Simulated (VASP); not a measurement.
# TiO2 (P1) in VASP: a series of runs, part 2 of 2

VASP 6.6.1. Earlier steps stand in the parts before.

## 4. Single point, PBE+U

The input, INCAR:

```
SYSTEM = TiO2
PREC = Accurate
ENCUT = 520
EDIFF = 1E-6
ISMEAR = -1
SIGMA = 0.0431
LREAL = .FALSE.
LASPH = .TRUE.
NELM = 200
ALGO = Normal
ISIF = 2
LWAVE = .FALSE.
LCHARG = .TRUE.
LMAXMIX = 4
LDAU = .TRUE.
LDAUTYPE = 2
LDAUL = 2 -1
LDAUU = 4 0
LDAUJ = 0 0
LDAUPRINT = 1
GGA = PE
LELF = .TRUE.
LVHAR = .TRUE.
NBANDS = 87
GGA_COMPAT = .FALSE.
```

The input, KPOINTS:

```
Automatic mesh
0
Gamma
  2 2 1
  0.5 0.5 0
```

The input, POSCAR:

```
TiO2
1.0
    2.9388496841     -5.0902369686      0.0000000000
    0.0000000000      0.0000000000     -6.4595938338
    8.8165490522      5.0902369686      0.0000000000
Ti O
6 12
Direct
    0.2674745439      0.6640705454      0.2430552485
    0.6773108281      0.6798331463      0.7315336475
   -0.0299043535      0.3701540780      0.4785542932
    0.4621385849      0.3043929774     -0.0158574328
    0.7851517781      1.0307544362      0.2145266741
    0.1923999056      1.0071473791      0.7385719242
    1.0322447932      0.8840978469      0.2044214471
    0.4673690938      0.8659942318      0.6928756875
    0.1672346221      0.5687930378      0.3887091835
    0.5467020245      0.4944125099      0.8584935992
    0.8381150298      0.2045292682      0.3600207849
    0.3123793423      0.0985239965      0.8937901918
    0.7259554464      0.1803607208      0.0702629864
    0.1230594782      0.2110728685      0.6035325908
    0.2863653678      0.4545098462      0.1054749680
    0.7492527609      0.5281777907      0.5764822189
    0.5318472954      0.8303130410      0.2394345828
    0.9724727021      0.8020018183      0.7669345304
```

Potentials or basis: VASP PAW PBE potentials, release 64 (Ti_sv, O).

The run is started by

```
cat potpaw_PBE.64/Ti_sv/POTCAR potpaw_PBE.64/O/POTCAR > POTCAR
mpirun -np 1 vasp_std > vasp.out
```

OUTCAR:

```text
SYSTEM = TiO2
   PREC = Accurate
   ENCUT = 520
   EDIFF = 1E-6
   ISMEAR = -1
   LREAL = .FALSE.
   LASPH = .TRUE.
   NELM = 200
   ISIF = 2
   GGA = PE

 ion  position               nearest neighbor table
   1  0.267  0.664  0.243-   9 1.71  17 1.89  15 1.95   7 2.02
   2  0.677  0.680  0.732-   8 1.77  16 1.91  10 1.92  18 1.94
   3  0.970  0.370  0.479-  11 1.79  14 1.87  16 1.93   9 1.96
   4  0.462  0.304  0.984-  12 1.84  10 1.84  15 1.88  13 1.95
   5  0.785  0.031  0.215-   7 1.74  13 1.79  11 1.88  17 1.99
   6  0.192  0.007  0.739-  12 1.83  18 1.87   8 1.91  14 1.95
[... 597 lines left out ...]
  Total       -4.2047541     -9.9405298    -10.1625684      2.6313756     -1.7966712      1.1056601
  in kB      -17.4289254    -41.2040149    -42.1243767     10.9071894     -7.4472959      4.5830190
  external PRESSURE =     -33.5857723 kB  Pullay stress =       0.0000000 kB

 VOLUME and BASIS-vectors are now :
 -----------------------------------------------------------------------------
  energy-cutoff  :      520.00
  volume of cell :      386.53
      direct lattice vectors                 reciprocal lattice vectors
     2.938849684 -5.090236969  0.000000000     0.085067297 -0.147340881  0.000000000
     0.000000000  0.000000000 -6.459593834     0.000000000  0.000000000 -0.154808495
     8.816549052  5.090236969  0.000000000     0.085067297  0.049113627  0.000000000

 POSITION                                       TOTAL-FORCE (eV/Angst)
 -----------------------------------------------------------------------------------
      2.92898     -0.12430     -4.28963        -3.222825     -3.088992     -2.799861
      8.44012      0.27601     -4.39145         0.527791     -1.685928      1.929652
      7.07016     -2.50206     -2.39104         1.267513      0.984064     -1.217793
     10.03490      2.65712     -1.96625         1.327061     -0.135221     -0.842387
      4.19883     -2.90462     -0.19866         0.007118      2.500472      1.348042
      7.07709      2.78015     -0.04617        -0.781855     -0.672373      0.631032
[... 10 lines left out ...]
      3.67401     -1.48845     -5.36348         0.184205      0.060274     -0.059137
      9.61967     -1.04624     -5.18061        -0.387360      0.327201     -0.733617
 -----------------------------------------------------------------------------------
    total drift:                               -0.001298     -0.000176      0.000880

  FREE ENERGIE OF THE ION-ELECTRON SYSTEM (eV)
  ---------------------------------------------------
  free  energy   TOTEN  =      -141.1952080923 eV

  energy  without entropy=     -141.1952080923  energy(sigma->0) =     -141.19520809
```

It took 3.9 min on 1 thread of Oxide Virtual Turin-like, shared host; peak memory 0.38 GiB.

What came out:

```yaml
Free_energy: -141.1952 eV
Pressure: -3.4 GPa
Largest_force: 5.270 eV/Å
Band_gap_on_the_k_mesh: 3.41 eV
```

Forces on the atoms (eV/Å):
```
Ti  -3.223 -3.089 -2.800
Ti   0.528 -1.686  1.930
Ti   1.268  0.984 -1.218
Ti   1.327 -0.135 -0.842
Ti   0.007  2.500  1.348
Ti  -0.782 -0.672  0.631
O    0.966 -2.122  2.078
O   -1.084  0.973 -1.019
O    2.010  2.499  1.931
O    0.019 -0.835 -0.427
O   -0.175  0.270 -0.161
O   -0.271  0.695 -0.270
O   -2.064  0.410 -1.213
O    0.605  0.363  0.699
O    0.671 -0.129 -0.135
O    0.401 -0.415  0.262
O    0.184  0.060 -0.059
O   -0.387  0.327 -0.734
```

Eigenvalues of the final occupation matrices:
| site | spin | trace | eigenvalues |
| --- | --- | --- | --- |
| site 1 d | 1 | 0.87 | 0.11 0.13 0.16 0.21 0.27 |
| site 1 d | 2 | 0.87 | 0.11 0.13 0.16 0.21 0.27 |
| site 2 d | 1 | 0.86 | 0.12 0.12 0.17 0.21 0.24 |
| site 2 d | 2 | 0.86 | 0.12 0.12 0.17 0.21 0.24 |
| site 3 d | 1 | 0.85 | 0.12 0.12 0.18 0.21 0.23 |
| site 3 d | 2 | 0.85 | 0.12 0.12 0.18 0.21 0.23 |
| site 4 d | 1 | 0.85 | 0.11 0.12 0.19 0.20 0.23 |
| site 4 d | 2 | 0.85 | 0.11 0.12 0.19 0.20 0.23 |
| site 5 d | 1 | 0.91 | 0.11 0.13 0.17 0.23 0.26 |
| site 5 d | 2 | 0.91 | 0.11 0.13 0.17 0.23 0.26 |
| site 6 d | 1 | 0.84 | 0.11 0.12 0.18 0.21 0.23 |
| site 6 d | 2 | 0.84 | 0.11 0.12 0.18 0.21 0.23 |

Caveat: the k points lie up to 0.62 Å⁻¹ apart; the atoms stand as in a frame of molecular dynamics; a shifted mesh leaves out Γ, where band edges can lie; forces of over 1 eV/Å act on the atoms, so gaps and moduli don't describe the material at rest. A k mesh can miss the band edges.

## 5. Summary

| cell | gap on the mesh (eV) | pressure (GPa) | largest force (eV/Å) |
| --- | --- | --- | --- |
| as given, atomic positions A | 1.80 | -2.0 | 5.13 |
| as given, atomic positions B | 2.39 | 2.5 | 4.92 |
| as given, atomic positions C | 3.41 | -3.4 | 5.27 |

Alike in all rows: task single point; level PBE+U; potentials or basis VASP PAW PBE potentials, release 64 (Ti_sv, O); no spin polarisation; Ti d U = 4.0 eV; k mesh 2 × 2 × 1, shifted; cutoff (eV) 520; smearing fermi-dirac 0.0431 eV.

Caveats: all runs use coarse meshes; the atoms stand as in a frame of molecular dynamics; a shifted mesh leaves out Γ, where band edges can lie; forces of over 1 eV/Å act on the atoms, so gaps and moduli don't describe the material at rest.

Absolute energies hang on the potentials; compare differences alone.
